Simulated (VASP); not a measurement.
Here is a VASP 6.6.1 calculation.

File INCAR:

```
SYSTEM = Ge
PREC = Accurate ; ENCUT = 500
EDIFF = 1E-6 ; ISMEAR = 0
SIGMA = 0.2 ; LREAL = .FALSE.
LASPH = .TRUE. ; NELM = 120
ALGO = Normal ; ISIF = 2
LWAVE = .FALSE. ; LCHARG = .FALSE.
GGA = PE ; ISYM = 0
NBANDS = 21 ; GGA_COMPAT = .FALSE.
```

File KPOINTS:

```
regular mesh
0
G
  2 2 2
  0 0 0
```

The input POSCAR:

```
Ge
1.0
   -2.4958980000      2.6508630000      1.4369470000
    2.4958980000     -2.6508630000      1.4369470000
    2.4958980000      2.6508630000     -1.4369470000
Ge
2
Direct
    0.1859430000      0.9359430000      0.2500000000
    0.8140570000      0.0640570000      0.7500000000
```

Potentials or basis: VASP PAW PBE potentials, release 64 (Ge_d).

Command:

```bash
$ cat potpaw_PBE.64/Ge_d/POTCAR > POTCAR
$ mpirun -np 1 vasp_std > vasp.out
```

(1) What does it give for the largest force?

(2) Predict the pressure.

(3) Predict the band gap on the k mesh.

Answers

(1) 0.691 eV/Å.

(2) 5.5 GPa.

(3) zero (band 14 reaches 7.20 eV, above the bottom of band 15 at 4.69 eV).

Caveat: the k points lie up to 1.26 Å⁻¹ apart.
